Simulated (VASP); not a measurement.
A run of VASP 6.6.1 is set up as follows.

File INCAR:

```
SYSTEM = CdSiP2
PREC = Accurate
ENCUT = 500
EDIFF = 1E-6
ISMEAR = -1
SIGMA = 0.02
LREAL = .FALSE.
LASPH = .TRUE.
NELM = 120
ALGO = Normal
ISIF = 2
LWAVE = .FALSE.
LCHARG = .FALSE.
GGA = PE
NBANDS = 36
GGA_COMPAT = .FALSE.
```

The input KPOINTS:

```
regular mesh
0
G
  6 6 6
  0 0 0
```

Contents of POSCAR:

```
CdSiP2
1.0
   -2.8468551603      2.8468551603      5.2420618463
    2.8468551603     -2.8468551603      5.2420618463
    2.8468551603      2.8468551603     -5.2420618463
Cd Si P
2 2 4
Direct
    0.7500000000      0.2500000000      0.5000000000
    0.0000000000      0.0000000000      0.0000000000
    0.5000000000      0.5000000000      0.0000000000
    0.2500000000      0.7500000000      0.5000000000
    0.8750000000      0.8288409898      0.4538409898
    0.1711590102      0.6250000000      0.0461590102
    0.3750000000      0.4211590102      0.5461590102
    0.5788409898      0.1250000000      0.9538409898
```

Potentials or basis: VASP PAW PBE potentials, release 64 (Cd, Si, P).

Command:

```sh
$ cat potpaw_PBE.64/Cd/POTCAR potpaw_PBE.64/Si/POTCAR potpaw_PBE.64/P/POTCAR > POTCAR
$ mpirun -np 1 vasp_std > vasp.out
```

**Question.** What does it give for the largest force?

**Answer.** 0.020 eV/Å.

**Question.** What does it give for the pressure?

**Answer.** 1.7 GPa.

Forces on the atoms (eV/Å):
```
Cd   0.000  0.000  0.000
Cd   0.000  0.000  0.000
Si   0.000  0.000  0.000
Si   0.000  0.000  0.000
P    0.020  0.000  0.000
P    0.000 -0.020  0.000
P   -0.020  0.000  0.000
P    0.000  0.020  0.000
```
